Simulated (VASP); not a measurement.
# Nb (Im-3m) in VASP: further runs

The runs below take Nb through relaxation of cell and atoms, with PBE.

Everything below comes from runs of VASP 6.6.1. Logs are shortened: lines on timing, memory, paths and dates and some standing lists are left out, and cuts for length are marked.

### 1 The cell of the first run

It takes space group Im-3m (No. 229, cubic). Conventional cell: a = 3.328 Å, b = 3.328 Å, c = 3.328 Å, α = 90.00°, β = 90.00°, γ = 90.00°. Within 3.8 Å of Nb (site symmetry m-3m) lie 14 Nb at 2.88 to 3.33 Å.

### 2 Relaxation of cell and atoms, PBE

The input, INCAR:

```
SYSTEM = Nb
PREC = Accurate
ENCUT = 600
EDIFF = 1E-6
ISMEAR = -1
SIGMA = 0.1
LREAL = .FALSE.
LASPH = .TRUE.
NELM = 60
ALGO = Normal
ISIF = 3
LWAVE = .FALSE.
LCHARG = .FALSE.
GGA = PE
IBRION = 2
NSW = 80
EDIFFG = -0.03
```

The input, KPOINTS:

```
Automatic mesh
0
G
  20 20 20
  0 0 0
```

The input, POSCAR:

```
Nb
1.0
   -1.6639500000      1.6639500000      1.6639500000
    1.6639500000     -1.6639500000      1.6639500000
    1.6639500000      1.6639500000     -1.6639500000
Nb
1
Direct
    0.0000000000      0.0000000000      0.0000000000
```

Potentials or basis: VASP PAW PBE potentials, release 64 (Nb_sv).

The run is started by

```
$ cat potpaw_PBE.64/Nb_sv/POTCAR > POTCAR
$ mpirun -np 1 vasp_std > vasp.out
```

OUTCAR:

```text
SYSTEM = Nb
   PREC = Accurate
   ENCUT = 600
   EDIFF = 1E-6
   ISMEAR = -1
   LREAL = .FALSE.
   LASPH = .TRUE.
   NELM = 60
   ISIF = 3
   GGA = PE
   IBRION = 2
   NSW = 80
   EDIFFG = -0.03

 ion  position               nearest neighbor table
   1  0.000  0.000  0.000-

  LATTYP: Found a body centered cubic cell.
 ALAT       =     3.3279000000

  Lattice vectors:

 A1 = (  -1.6639500000,   1.6639500000,   1.6639500000)
 A2 = (   1.6639500000,  -1.6639500000,   1.6639500000)
 A3 = (   1.6639500000,   1.6639500000,  -1.6639500000)

Analysis of symmetry for initial positions (statically):
=====================================================================
 Subroutine PRICEL returns:
 Original cell was already a primitive cell.

 Routine SETGRP: Setting up the symmetry group for a
 body centered cubic supercell.

 Subroutine GETGRP returns: Found 48 space group operations
 (whereof 48 operations were pure point group operations)
 out of a pool of 48 trial point group operations.

The static configuration has the point symmetry O_h .

Analysis of symmetry for dynamics (positions and initial velocities):
=====================================================================
 Subroutine PRICEL returns:
 Original cell was already a primitive cell.

 Routine SETGRP: Setting up the symmetry group for a
 body centered cubic supercell.

 Subroutine GETGRP returns: Found 48 space group operations
 (whereof 48 operations were pure point group operations)
 out of a pool of 48 trial point group operations.

The dynamic configuration has the point symmetry O_h .

 Subroutine INISYM returns: Found 48 space group operations
 (whereof 48 operations are pure point group operations),
 and found     1 'primitive' translations

----------------------------------------------------------------------------------------

                                     Primitive cell

  volume of cell :      18.4281

  direct lattice vectors                    reciprocal lattice vectors
    -1.663950000  1.663950000  1.663950000     0.000000000  0.300489798  0.300489798
     1.663950000 -1.663950000  1.663950000     0.300489798  0.000000000  0.300489798
     1.663950000  1.663950000 -1.663950000     0.300489798  0.300489798  0.000000000

  length of vectors
     2.882045941  2.882045941  2.882045941     0.424956748  0.424956748  0.424956748

  position of ions in fractional coordinates (direct lattice)
     0.000000000  0.000000000  0.000000000

  ion indices of the primitive-cell ions
   primitive index   ion index
                 1           1

----------------------------------------------------------------------------------------

 KPOINTS: Automatic mesh

Automatic generation of k-mesh.
 Grid dimensions read from file:
 generate k-points for:   20   20   20

 Generating k-lattice:

  Cartesian coordinates                     Fractional coordinates (reciprocal lattice)
     0.000000000  0.015024490  0.015024490     0.050000000  0.000000000  0.000000000
     0.015024490  0.000000000  0.015024490     0.000000000  0.050000000  0.000000000
     0.015024490  0.015024490  0.000000000     0.000000000  0.000000000  0.050000000

  Length of vectors
     0.021247837  0.021247837  0.021247837

  Shift w.r.t. Gamma in fractional coordinates (k-lattice)
     0.000000000  0.000000000  0.000000000

 Subroutine IBZKPT returns following result:
 ===========================================

 Found    256 irreducible k-points:

 Following reciprocal coordinates:
            Coordinates               Weight
  0.000000  0.000000  0.000000      1.000000
  0.050000  0.000000  0.000000     12.000000
  0.100000  0.000000  0.000000     12.000000
  0.150000  0.000000  0.000000     12.000000
  0.200000  0.000000  0.000000     12.000000
  0.250000  0.000000  0.000000     12.000000
[... 16 lines left out ...]
  0.200000  0.100000  0.000000     48.000000
  0.250000  0.100000  0.000000     48.000000
 [... further k-points ...]
   k-points           NKPTS =    256   k-points in BZ     NKDIM =    256   number of bands    NBANDS=     10
   number of dos      NEDOS =    301   number of ions     NIONS =      1
   total plane-waves  NPLWV =  13824
   dimension x,y,z NGX =    24 NGY =   24 NGZ =   24
   dimension x,y,z NGXF=    48 NGYF=   48 NGZF=   48
   ions per type =               1
   NGX,Y,Z   is equivalent  to a cutoff of  13.84, 13.84, 13.84 a.u.
   NGXF,Y,Z  is equivalent  to a cutoff of  27.69, 27.69, 27.69 a.u.
 SYSTEM =  Nb
   PREC   = accura    normal or accurate (medium, high low for compatibility)
   ISTART =      0    job   : 0-new  1-cont  2-samecut
   ICHARG =      2    charge: 1-file 2-atom 10-const
   ISPIN  =      1    spin polarized calculation?
   LNONCOLLINEAR =      F non collinear calculations
   LSORBIT =      F    spin-orbit coupling
   LASPH  =      T    aspherical Exc in radial PAW
   ENCUT  =  600.0 eV  44.10 Ry    6.64 a.u.   5.76  5.76  5.76*2*pi/ulx,y,z
   NELM   =     60;   NELMIN=  2; NELMDL= -5     # of ELM steps
   EDIFF  = 0.1E-05   stopping-criterion for ELM
   LREAL  =      F    real-space projection
   EDIFFG = -.3E-01   stopping-criterion for IOM
   NSW    =     80    number of steps for IOM
   IBRION =      2    ionic relax: 0-MD 1-quasi-New 2-CG
   NFREE  =      1    steps in history (QN), initial steepest desc. (CG)
   ISIF   =      3    stress and relaxation
   ISYM   =      2    0-nonsym 1-usesym 2-fastsym
   POTIM  = 0.5000    time-step for ionic-motion
   TEBEG  =    0.0;   TEEND  =   0.0 temperature during run
   PSTRESS=    0.0 pullay stress
   NELECT =      13.0000    total number of electrons
   NUPDOWN=      -1.0000    fix difference up-down
   EMIN   =  10.00;   EMAX   =-10.00  energy-range for DOS
   EFERMI =   0.00;   METHOD = LEGACY
   ISMEAR =    -1;   SIGMA  =   0.10  broadening in eV -4-tet -1-fermi 0-gaus
   EFERMI_NEDOS =   21; number of points for ismear=-14 and -15
   IALGO  =     38    algorithm
   IMIX   =      4    mixing-type and parameters
     AMIX     =   0.40;   BMIX     =  1.00
     AMIX_MAG =   1.60;   BMIX_MAG =  1.00
  volume/ion in A,a.u.               =      18.43       124.36
  Fermi-wavevector in a.u.,A,eV,Ry     =   1.457345  2.753983 28.896790  2.123854
  Thomas-Fermi vector in A             =   2.574157
   LORBIT       =      0    0 simple, 1 ext, 2 COOP (PROOUT), +10 PAW based schemes
   GGA     = PE    functional components
   LHFCALC =     F    Hartree Fock is set to
   AEXX    =    0.0000 exact exchange contribution
   IVDW    =     0    specifies the selected vdW correction
   LEPSILON=     F    determine dielectric tensor
   LRPA    =     F    only Hartree local field effects (RPA)
 conjugate gradient relaxation of ions
 non-spin polarized calculation
  energy-cutoff  :      600.00
  volume of cell :       18.43
 maximum number of plane-waves:       632
   NGX = 11   NGY = 11   NGZ = 11

--------------------------------------- Ionic step        1  -------------------------------------------

 number of electron      12.9999999 magnetization

 Free energy of the ion-electron system (eV)
  ---------------------------------------------------
  ext. energy  EPLUGINS =         0.00000000
  ---------------------------------------------------
  free energy    TOTEN  =       -10.23819031 eV

  energy without entropy =      -10.18824601  energy(sigma->0) =      -10.21321816

------------------------ aborting loop because EDIFF is reached ----------------------------------------

  FORCE on cell =-STRESS in cart. coord.  units (eV):
  Direction    XX          YY          ZZ          XY          YZ          ZX
  --------------------------------------------------------------------------------------
  -------------------------------------------------------------------------------------
  Total       -0.3175405     -0.3175405     -0.3175405      0.0000000     -0.0000000     -0.0000000
  in kB      -27.6076185    -27.6076185    -27.6076185      0.0000000     -0.0000000     -0.0000000
  external PRESSURE =     -27.6076185 kB  Pullay stress =       0.0000000 kB

 VOLUME and BASIS-vectors are now :
 -----------------------------------------------------------------------------
  energy-cutoff  :      600.00
  volume of cell :       18.43
      direct lattice vectors                 reciprocal lattice vectors
    -1.663950000  1.663950000  1.663950000     0.000000000  0.300489798  0.300489798
     1.663950000 -1.663950000  1.663950000     0.300489798  0.000000000  0.300489798
     1.663950000  1.663950000 -1.663950000     0.300489798  0.300489798  0.000000000
[... 36 lines left out ...]
 POSITION                                       TOTAL-FORCE (eV/Angst)
 -----------------------------------------------------------------------------------
      0.00000      0.00000      0.00000         0.000000     -0.000000      0.000000
 -----------------------------------------------------------------------------------
    total drift:                                0.000000      0.000000      0.000000

  FREE ENERGIE OF THE ION-ELECTRON SYSTEM (eV)
  ---------------------------------------------------
  free  energy   TOTEN  =       -10.2324516171 eV

  energy  without entropy=      -10.1854755389  energy(sigma->0) =      -10.20896358

--------------------------------------- Ionic step        3  -------------------------------------------

 number of electron      13.0000000 magnetization

 Free energy of the ion-electron system (eV)
  ---------------------------------------------------
  ext. energy  EPLUGINS =         0.00000000
  ---------------------------------------------------
  free energy    TOTEN  =       -10.24088351 eV

  energy without entropy =      -10.19201831  energy(sigma->0) =      -10.21645091

 E-fermi :  11.1152     XC(G=0): -12.4681

 val. band max:       11.1046447927   @ k =  -0.3000   0.3500   0.1500
 cond. band min:      11.1261761597   @ k =  -0.1500   0.2000   0.0500
 fundamental gap:      0.0215313670
 Fermi energy:        11.1151673808

 k-point     1 :       0.0000    0.0000    0.0000
  band No.  band energies     occupation
      1     -43.2787      2.00000
      2     -18.5893      2.00000
      3     -18.5893      2.00000
      4     -18.5893      2.00000
      5       5.1582      2.00000
      6      11.4639      0.05933
      7      11.4639      0.05933
      8      11.4639      0.05933
      9      14.3530      0.00000
     10      14.3530      0.00000

 k-point     2 :       0.0500    0.0000    0.0000
  band No.  band energies     occupation
      1     -43.2729      2.00000
      2     -18.6245      2.00000
      3     -18.6000      2.00000
      4     -18.5896      2.00000
      5       5.2616      2.00000
      6      11.4001      0.10947
      7      11.4497      0.06808
      8      11.5621      0.02266
      9      14.2520      0.00000
     10      14.3530      0.00000
[... 274 lines left out ...]
 k-point    24 :       0.2500    0.1000    0.0000
  band No.  band energies     occupation
      1     -43.1135      2.00000
      2     -19.4950      2.00000
      3     -18.8837      2.00000
      4     -18.6429      2.00000
      5       7.7234      2.00000
      6      10.0605      1.99995
      7      10.8068      1.91247
      8      13.7424      0.00000
      9      14.8667      0.00000
     10      15.1542      0.00000

 [... further k-points ...]

------------------------ aborting loop because EDIFF is reached ----------------------------------------

  FORCE on cell =-STRESS in cart. coord.  units (eV):
  Direction    XX          YY          ZZ          XY          YZ          ZX
  --------------------------------------------------------------------------------------
  -------------------------------------------------------------------------------------
  Total       -0.0026362     -0.0026362     -0.0026362     -0.0000000      0.0000000     -0.0000000
  in kB       -0.2330649     -0.2330649     -0.2330649     -0.0000000      0.0000000     -0.0000000
  external PRESSURE =      -0.2330649 kB  Pullay stress =       0.0000000 kB

 VOLUME and BASIS-vectors are now :
 -----------------------------------------------------------------------------
  energy-cutoff  :      600.00
  volume of cell :       18.12
      direct lattice vectors                 reciprocal lattice vectors
    -1.654702701  1.654702701  1.654702701     0.000000000  0.302169084  0.302169084
     1.654702701 -1.654702701  1.654702701     0.302169084  0.000000000  0.302169084
     1.654702701  1.654702701 -1.654702701     0.302169084  0.302169084  0.000000000

 POSITION                                       TOTAL-FORCE (eV/Angst)
 -----------------------------------------------------------------------------------
      0.00000      0.00000      0.00000        -0.000000      0.000000      0.000000
 -----------------------------------------------------------------------------------
    total drift:                                0.000000      0.000000     -0.000000

  FREE ENERGIE OF THE ION-ELECTRON SYSTEM (eV)
  ---------------------------------------------------
  free  energy   TOTEN  =       -10.2408835141 eV

  energy  without entropy=      -10.1920183059  energy(sigma->0) =      -10.21645091

 reached required accuracy - stopping structural energy minimisation
```

Run time: 33 s. Hardware: 1 thread of Intel Xeon 6975P-C (Granite Rapids), shared host; peak memory 0.19 GiB.

What came out:

| Item | Value |
| --- | --- |
| Free energy | -10.2409 eV |
| Relaxed volume | 18.12 Å³/atom |
| Relaxed cell | a = 2.866 Å, b = 2.866 Å, c = 2.866 Å, α = 109.47°, β = 109.47°, γ = 109.47° |
| Space group after relaxing (to 0.05 Å) | Im-3m (No. 229) |
| Energy gained by relaxing | 2.7 meV/atom |
| Ionic steps | 3 |
| Pressure after relaxing | 0.0 GPa |

The path:
```
step  energy change (eV)  largest force (eV/Å)  pressure (GPa)  volume (Å³)
   1              0.0000                0.0000           -2.76        18.43
   2              0.0057                0.0000            5.26        17.59
   3             -0.0027                0.0000           -0.02        18.12
```

Final structure:
```
Nb
1.0
    -1.65470    1.65470    1.65470
     1.65470   -1.65470    1.65470
     1.65470    1.65470   -1.65470
Nb
1
Cartesian
  0.0000 0.0000 0.0000
```

### 3 Relaxation of cell and atoms, PBE, target pressure 15 GPa, at which the enthalpy is minimised

The input, INCAR:

```
SYSTEM = Nb
ALGO = Normal
EDIFF = 1E-7
EDIFFG = -0.03
ENCUT = 600
GGA = PE
IBRION = 2
ISIF = 3
ISMEAR = -1
LASPH = .TRUE.
LCHARG = .FALSE.
LREAL = .FALSE.
LWAVE = .FALSE.
NELM = 100
NSW = 80
PREC = Accurate
PSTRESS = 150.0
SIGMA = 0.1
```

The input, KPOINTS:

```
k-points
0
G
  20 20 20
  0 0 0
```

POSCAR is that of step 2.

Potentials or basis: VASP PAW PBE potentials, release 64 (Nb_sv).

The run is started by

```
$ cat potpaw_PBE.64/Nb_sv/POTCAR > POTCAR
$ mpirun -np 1 vasp_std > vasp.out
```

It took 64 s on 1 thread of Intel Xeon 6975P-C (Granite Rapids), shared host; peak memory 0.2 GiB.

The run converged. Its results:

* Free energy: -10.1812 eV
* Relaxed volume: 16.77 Å³/atom
* Relaxed cell: a = 2.793 Å, b = 2.793 Å, c = 2.793 Å, α = 109.47°, β = 109.47°, γ = 109.47°
* Space group after relaxing (to 0.05 Å): Im-3m (No. 229)
* Energy change on relaxing (the enthalpy is what falls): +57.0 meV/atom
* Ionic steps: 5
* Pressure after relaxing: 15.1 GPa

The path:
```csv
step,energy change (eV),largest force (eV/Å),pressure (GPa),volume (Å³)
1,0.0000,0.0000,-2.76,18.43
2,0.9778,0.0000,85.00,13.50
3,0.0442,0.0000,13.21,16.92
4,0.0541,0.0000,14.70,16.80
5,0.0570,0.0000,15.12,16.77
```

Final structure:
```xyz
1
Lattice="-1.6126 1.6126 1.6126 1.6126 -1.6126 1.6126 1.6126 1.6126 -1.6126" Properties=species:S:1:pos:R:3 pbc="T T T"
Nb    0.0000    0.0000    0.0000
```

Levels at points of the mesh, in eV from the Fermi level:
```
           k point  band 4  band 5  band 6  band 7  band 8  band 9
(0.00, 0.00, 0.00)  -29.44   -6.09    0.32    0.32    0.32    3.47
(0.50, 0.00, 0.00)  -29.46   -4.05   -1.91    2.64    3.55    4.29
(0.50, 0.50, 0.50)  -30.58   -4.18   -4.18    6.09    6.09    6.09
```

Caveat: the cell is relaxed towards a set pressure, so the enthalpy falls and the energy may rise.
